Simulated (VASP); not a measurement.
# Cs in VASP: a series of runs

Cs is run at these levels: PBEsol; tasks: single point.

All numbers are computed with VASP 6.6.1; they aren't measurements. Logs are shortened: lines on timing, memory, paths and dates and some standing lists are left out, and cuts for length are marked.

**1. The cell of the first run**

The cell holds a wire or tube with vacuum around it, 2 atoms: a = 11.100 Å, b = 9.300 Å, c = 5.338 Å, α = 90.00°, β = 90.00°, γ = 90.00°.

**2. Single point, PBEsol, collinear spin**

Input file INCAR:

```
  PREC = Accurate
  ENCUT = 520
  EDIFF = 1E-6
  ISMEAR = 0
  SIGMA = 0.05
  LREAL = False
  LASPH = True
  NELM = 150
  ALGO = Normal
  ISIF = 2
  LWAVE = False
  LCHARG = False
  ISPIN = 2
  MAGMOM = 0.5 0.5
  LORBIT = 11
  GGA = PS
  NBANDS = 20
```

Input file KPOINTS:

```
Automatic mesh
0
Gamma
  1 1 8
```

Input file POSCAR:

```
Cs
1.0
   11.1000000000      0.0000000000      0.0000000000
    0.0000000000      9.3000000000      0.0000000000
    0.0000000000      0.0000000000      5.3381923091
Cs
2
Direct
    0.2675424524      0.5000000000      0.0000000000
    0.7324575476      0.5000000000      0.5000000000
```

Potentials or basis: VASP PAW PBE potentials, release 64 (Cs_sv).

Command:

```console
> cat potpaw_PBE.64/Cs_sv/POTCAR > POTCAR
> mpirun -np 1 vasp_std > vasp.out
```

OUTCAR:

```text
PREC = Accurate
   ENCUT = 520
   EDIFF = 1E-6
   ISMEAR = 0
   LREAL = False
   LASPH = True
   NELM = 150
   ISIF = 2
   ISPIN = 2
   LORBIT = 11
   GGA = PS

 ion  position               nearest neighbor table
   1  0.268  0.500  0.000-
   2  0.732  0.500  0.500-

  LATTYP: Found a simple orthorhombic cell.
 ALAT       =     5.3381923091
 B/A-ratio  =     1.7421627887
 C/A-ratio  =     2.0793555865

  Lattice vectors:

 A1 = (   0.0000000000,   0.0000000000,  -5.3381923091)
 A2 = (   0.0000000000,   9.3000000000,   0.0000000000)
 A3 = (  11.1000000000,   0.0000000000,   0.0000000000)

Analysis of symmetry for initial positions (statically):
=====================================================================
 Subroutine PRICEL returns:
 Original cell was already a primitive cell.

 Routine SETGRP: Setting up the symmetry group for a
 simple orthorhombic supercell.

 Subroutine GETGRP returns: Found  8 space group operations
 (whereof  4 operations were pure point group operations)
 out of a pool of  8 trial point group operations.

The static configuration has the point symmetry C_2v.
 The point group associated with its full space group is D_2h.

Analysis of symmetry for dynamics (positions and initial velocities):
=====================================================================
 Subroutine PRICEL returns:
 Original cell was already a primitive cell.

 Routine SETGRP: Setting up the symmetry group for a
 simple orthorhombic supercell.

 Subroutine GETGRP returns: Found  8 space group operations
 (whereof  4 operations were pure point group operations)
 out of a pool of  8 trial point group operations.

The dynamic configuration has the point symmetry C_2v.
 The point group associated with its full space group is D_2h.

Analysis of structural, dynamic, and magnetic symmetry:
=====================================================================
 Subroutine PRICEL returns:
 Original cell was already a primitive cell.

 Routine SETGRP: Setting up the symmetry group for a
 simple orthorhombic supercell.

 Subroutine GETGRP returns: Found  8 space group operations
 (whereof  4 operations were pure point group operations)
 out of a pool of  8 trial point group operations.

The overall configuration has the point symmetry C_2v.
 The point group associated with its full space group is D_2h.

 Subroutine INISYM returns: Found  8 space group operations
 (whereof  4 operations are pure point group operations),
 and found     1 'primitive' translations

----------------------------------------------------------------------------------------

                                     Primitive cell

  volume of cell :     551.0616

  direct lattice vectors                    reciprocal lattice vectors
    11.100000000  0.000000000  0.000000000     0.090090090  0.000000000  0.000000000
     0.000000000  9.300000000  0.000000000     0.000000000  0.107526882  0.000000000
     0.000000000  0.000000000  5.338192309     0.000000000  0.000000000  0.187329332

  length of vectors
    11.100000000  9.300000000  5.338192309     0.090090090  0.107526882  0.187329332

  position of ions in fractional coordinates (direct lattice)
     0.267542452  0.500000000  0.000000000
     0.732457548  0.500000000  0.500000000

  ion indices of the primitive-cell ions
   primitive index   ion index
                 1           1
                 2           2

----------------------------------------------------------------------------------------

 KPOINTS: Automatic mesh

Automatic generation of k-mesh.
 Grid dimensions read from file:
 generate k-points for:    1    1    8

 Generating k-lattice:

  Cartesian coordinates                     Fractional coordinates (reciprocal lattice)
     0.090090090  0.000000000  0.000000000     1.000000000  0.000000000  0.000000000
     0.000000000  0.107526882  0.000000000     0.000000000  1.000000000  0.000000000
     0.000000000  0.000000000  0.023416167     0.000000000  0.000000000  0.125000000

  Length of vectors
     0.090090090  0.107526882  0.023416167

  Shift w.r.t. Gamma in fractional coordinates (k-lattice)
     0.000000000  0.000000000  0.000000000

 Subroutine IBZKPT returns following result:
 ===========================================

 Found      5 irreducible k-points:

 Following reciprocal coordinates:
            Coordinates               Weight
  0.000000  0.000000  0.000000      1.000000
  0.000000  0.000000  0.125000      2.000000
  0.000000  0.000000  0.250000      2.000000
  0.000000  0.000000  0.375000      2.000000
  0.000000  0.000000  0.500000      1.000000
   k-points           NKPTS =      5   k-points in BZ     NKDIM =      5   number of bands    NBANDS=     20
   number of dos      NEDOS =    301   number of ions     NIONS =      2
   total plane-waves  NPLWV = 235200
   dimension x,y,z NGX =    84 NGY =   70 NGZ =   40
   dimension x,y,z NGXF=   168 NGYF=  140 NGZF=   80
   ions per type =               2
   NGX,Y,Z   is equivalent  to a cutoff of  12.58, 12.51, 12.46 a.u.
   NGXF,Y,Z  is equivalent  to a cutoff of  25.16, 25.03, 24.91 a.u.
 SYSTEM =  unknown system
   PREC   = accura    normal or accurate (medium, high low for compatibility)
   ISTART =      0    job   : 0-new  1-cont  2-samecut
   ICHARG =      2    charge: 1-file 2-atom 10-const
   ISPIN  =      2    spin polarized calculation?
   LNONCOLLINEAR =      F non collinear calculations
   LSORBIT =      F    spin-orbit coupling
   LASPH  =      T    aspherical Exc in radial PAW
   ENCUT  =  520.0 eV  38.22 Ry    6.18 a.u.  20.64 17.29  9.93*2*pi/ulx,y,z
   NELM   =    150;   NELMIN=  2; NELMDL= -5     # of ELM steps
   EDIFF  = 0.1E-05   stopping-criterion for ELM
   LREAL  =      F    real-space projection
   EDIFFG = 0.1E-04   stopping-criterion for IOM
   NSW    =      0    number of steps for IOM
   IBRION =     -1    ionic relax: 0-MD 1-quasi-New 2-CG
   NFREE  =      0    steps in history (QN), initial steepest desc. (CG)
   ISIF   =      2    stress and relaxation
   ISYM   =      2    0-nonsym 1-usesym 2-fastsym
   POTIM  = 0.5000    time-step for ionic-motion
   TEBEG  =    0.0;   TEEND  =   0.0 temperature during run
   PSTRESS=    0.0 pullay stress
   NELECT =      18.0000    total number of electrons
   NUPDOWN=      -1.0000    fix difference up-down
   EMIN   =  10.00;   EMAX   =-10.00  energy-range for DOS
   EFERMI =   0.00;   METHOD = LEGACY
   ISMEAR =     0;   SIGMA  =   0.05  broadening in eV -4-tet -1-fermi 0-gaus
   EFERMI_NEDOS =   21; number of points for ismear=-14 and -15
   IALGO  =     38    algorithm
   IMIX   =      4    mixing-type and parameters
     AMIX     =   0.40;   BMIX     =  1.00
     AMIX_MAG =   1.60;   BMIX_MAG =  1.00
  volume/ion in A,a.u.               =     275.53      1859.37
  Fermi-wavevector in a.u.,A,eV,Ry     =   0.523318  0.988928  3.726114  0.273862
  Thomas-Fermi vector in A             =   1.542541
   LORBIT       =     11    0 simple, 1 ext, 2 COOP (PROOUT), +10 PAW based schemes
   GGA     = PS    functional components
   LHFCALC =     F    Hartree Fock is set to
   AEXX    =    0.0000 exact exchange contribution
   IVDW    =     0    specifies the selected vdW correction
   LEPSILON=     F    determine dielectric tensor
   LRPA    =     F    only Hartree local field effects (RPA)
 spin polarized calculation
 Gauss-broadening in eV      SIGMA  =   0.05
  energy-cutoff  :      520.00
  volume of cell :      551.06
 maximum number of plane-waves:     14876
 NGX is ok and might be reduce to    84
   NGX = 41   NGY = 35   NGZ = 19

 number of electron      17.9999997 magnetization       0.2492913

 Free energy of the ion-electron system (eV)
  ---------------------------------------------------
  ext. energy  EPLUGINS =         0.00000000
  ---------------------------------------------------
  free energy    TOTEN  =        -1.42222253 eV

  energy without entropy =       -1.41865978  energy(sigma->0) =       -1.42044116

 E-fermi :  -0.8863     XC(G=0):  -3.4413

 val. band max:       -1.0308594179   @ k =   0.0000   0.0000   0.0000
 cond. band min:      -0.8861532167   @ k =   0.0000   0.0000   0.1250
 fundamental gap:      0.1447062012
 Fermi energy:        -0.8862697523

 spin component 1

 k-point     1 :       0.0000    0.0000    0.0000
  band No.  band energies     occupation
      1     -25.3310      1.00000
      2     -25.3302      1.00000
      3     -12.1294      1.00000
      4     -12.1255      1.00000
      5     -12.1036      1.00000
      6     -12.0687      1.00000
[... 12 lines left out ...]
     19       1.7802      0.00000
     20       1.9584      0.00000
[... 70 lines left out ...]
 k-point     5 :       0.0000    0.0000    0.5000
  band No.  band energies     occupation
      1     -25.3278      1.00000
      2     -25.3278      1.00000
      3     -12.1361      1.00000
      4     -12.1361      1.00000
      5     -12.1188      1.00000
      6     -12.1188      1.00000
[... 12 lines left out ...]
     19       1.3953      0.00000
     20       1.3953      0.00000
 Fermi energy:        -0.8862697523

 spin component 2

 k-point     1 :       0.0000    0.0000    0.0000
  band No.  band energies     occupation
      1     -25.3241      1.00000
      2     -25.3232      1.00000
      3     -12.1204      1.00000
      4     -12.1165      1.00000
      5     -12.0997      1.00000
      6     -12.0644      1.00000
[... 12 lines left out ...]
     19       1.7122      0.00000
     20       1.9823      0.00000
[... 70 lines left out ...]
 k-point     5 :       0.0000    0.0000    0.5000
  band No.  band energies     occupation
      1     -25.3211      1.00000
      2     -25.3211      1.00000
      3     -12.1104      1.00000
      4     -12.1104      1.00000
      5     -12.1078      1.00000
      6     -12.1078      1.00000
[... 12 lines left out ...]
     19       1.4509      0.00000
     20       1.4509      0.00000

------------------------ aborting loop because EDIFF is reached ----------------------------------------

  FORCE on cell =-STRESS in cart. coord.  units (eV):
  Direction    XX          YY          ZZ          XY          YZ          ZX
  --------------------------------------------------------------------------------------
  -------------------------------------------------------------------------------------
  Total       -1.3606330     -0.7763397      0.0158803      0.0000000      0.0000000      0.0000000
  in kB       -3.9559560     -2.2571595      0.0461709      0.0000000      0.0000000      0.0000000
  external PRESSURE =      -2.0556482 kB  Pullay stress =       0.0000000 kB

 VOLUME and BASIS-vectors are now :
 -----------------------------------------------------------------------------
  energy-cutoff  :      520.00
  volume of cell :      551.06
      direct lattice vectors                 reciprocal lattice vectors
    11.100000000  0.000000000  0.000000000     0.090090090  0.000000000  0.000000000
     0.000000000  9.300000000  0.000000000     0.000000000  0.107526882  0.000000000
     0.000000000  0.000000000  5.338192309     0.000000000  0.000000000  0.187329332

 POSITION                                       TOTAL-FORCE (eV/Angst)
 -----------------------------------------------------------------------------------
      2.96972      4.65000      0.00000        -0.001103      0.000000      0.000000
      8.13028      4.65000      2.66910         0.001103      0.000000      0.000000
 -----------------------------------------------------------------------------------
    total drift:                                0.000000     -0.000000     -0.000000

  FREE ENERGIE OF THE ION-ELECTRON SYSTEM (eV)
  ---------------------------------------------------
  free  energy   TOTEN  =        -1.4222225343 eV

  energy  without entropy=       -1.4186597848  energy(sigma->0) =       -1.42044116

 total charge

# of ion       s       p       d       tot
------------------------------------------
    1        1.864   4.674   0.006   6.544
    2        1.864   4.674   0.006   6.544
--------------------------------------------------
tot          3.729   9.348   0.011  13.088

 magnetization (x)

# of ion       s       p       d       tot
------------------------------------------
    1        0.004  -0.001   0.003   0.006
    2        0.004  -0.001   0.003   0.006
--------------------------------------------------
tot          0.008  -0.002   0.007   0.012
```

Run time: 82 s. Hardware: 1 thread of Intel Xeon 6975P-C (Granite Rapids), shared host; peak memory 0.7 GiB.

Results:

```
Free energy                                           : -1.4222 eV
Net moment                                            : 0.25 μB per cell
Valence electrons inside the program's atomic spheres : Cs 6.54
```

Levels at points of the mesh, in eV from the Fermi level:
Spin up:
| k point | band 6 | band 7 | band 8 | band 9 | band 10 | band 11 | band 12 | band 13 |
| --- | --- | --- | --- | --- | --- | --- | --- | --- |
| (0.00, 0.00, 0.00) | -11.18 | -11.16 | -11.16 | -1.20 | -0.14 | 0.48 | 0.88 | 1.06 |
| (0.00, 0.00, 0.50) | -11.23 | -11.19 | -11.19 | 0.35 | 0.35 | 0.92 | 0.92 | 1.24 |
Spin down:
```tsv
k point	band 5	band 6	band 7	band 8	band 9	band 10	band 11	band 12	band 13	band 14
(0.00, 0.00, 0.00)	-11.21	-11.18	-11.14	-11.13	-1.11	0.10	0.45	0.94	1.10	1.24
(0.00, 0.00, 0.50)	-11.22	-11.22	-11.19	-11.19	0.39	0.39	0.94	0.94	1.37	1.37
```

Caveat: the PAW data sets were made with another functional, which shifts forces and pressure a little; spin-orbit coupling is left out, which moves the levels of the heavy elements.

**3. Single point, PBEsol, collinear spin**

This run uses another cell than the first one.

Input file INCAR:

```
SYSTEM = Cs
PREC     = Accurate       ! precision mode
ENCUT    = 520            ! plane-wave cutoff, eV
EDIFF    = 1E-6           ! SCF threshold, eV
ISMEAR   = 0              ! smearing method
SIGMA    = 0.05           ! smearing width, eV
LREAL    = .FALSE.        ! projectors in reciprocal space
LASPH    = .TRUE.         ! aspherical terms in the spheres
NELM     = 150            ! most SCF steps
ALGO     = Normal         ! electronic algorithm
ISIF     = 2              ! what is computed and relaxed
LWAVE    = .FALSE.        ! write WAVECAR
LCHARG   = .FALSE.        ! write CHGCAR
ISPIN    = 2              ! spin polarisation
MAGMOM   = 0.5 0.5        ! initial moments
LORBIT   = 11             ! projections on sites
GGA      = PS             ! functional
NBANDS   = 20             ! bands
```

Input file KPOINTS:

```
regular mesh
0
G
  1 1 8
  0 0 0
```

Input file POSCAR:

```
Cs
1.0
   11.1000000000      0.0000000000      0.0000000000
    0.0000000000      9.3000000000      0.0000000000
    0.0000000000      0.0000000000      8.4322710750
Cs
2
Direct
    0.4050419924      0.5000000000      0.0000000000
    0.5949580076      0.5000000000      0.5000000000
```

Potentials or basis: VASP PAW PBE potentials, release 64 (Cs_sv).

Command:

```console
> cat potpaw_PBE.64/Cs_sv/POTCAR > POTCAR
> mpirun -np 1 vasp_std > vasp.out
```

Wall time 2.8 min (1 thread of Intel Xeon 6975P-C (Granite Rapids), shared host); peak memory 1.1 GiB.

The run converged. Its results:

| Property | Result |
| --- | --- |
| Free energy | -1.1617 eV |
| Largest force | 0.075 eV/Å |
| Band gap on the k mesh | zero (filled and empty bands overlap) |
| Net moment | 0.04 μB per cell |
| Valence electrons inside the program's atomic spheres | Cs 6.54 |

Forces in eV/Å, atoms in the order of the input:
```
Cs  -0.075  0.000  0.000
Cs   0.075  0.000  0.000
```

Levels at points of the mesh, in eV from the Fermi level:
Spin up:
```tsv
k point	band 5	band 6	band 7	band 8	band 9	band 10	band 11	band 12	band 13	band 14
(0.00, 0.00, 0.00)	-11.19	-11.16	-11.16	-11.05	-0.69	0.89	1.20	1.30	1.32	1.44
(0.00, 0.00, 0.50)	-11.17	-11.17	-11.11	-11.11	-0.01	-0.01	1.07	1.07	1.36	1.36
```
Spin down:
| k point | band 7 | band 8 | band 9 | band 10 | band 11 | band 12 |
| --- | --- | --- | --- | --- | --- | --- |
| (0.00, 0.00, 0.00) | -11.16 | -11.05 | -0.67 | 0.90 | 1.21 | 1.31 |
| (0.00, 0.00, 0.50) | -11.11 | -11.11 | 0.01 | 0.01 | 1.08 | 1.08 |

Caveat: the PAW data sets were made with another functional, which shifts forces and pressure a little; spin-orbit coupling is left out, which moves the levels of the heavy elements.
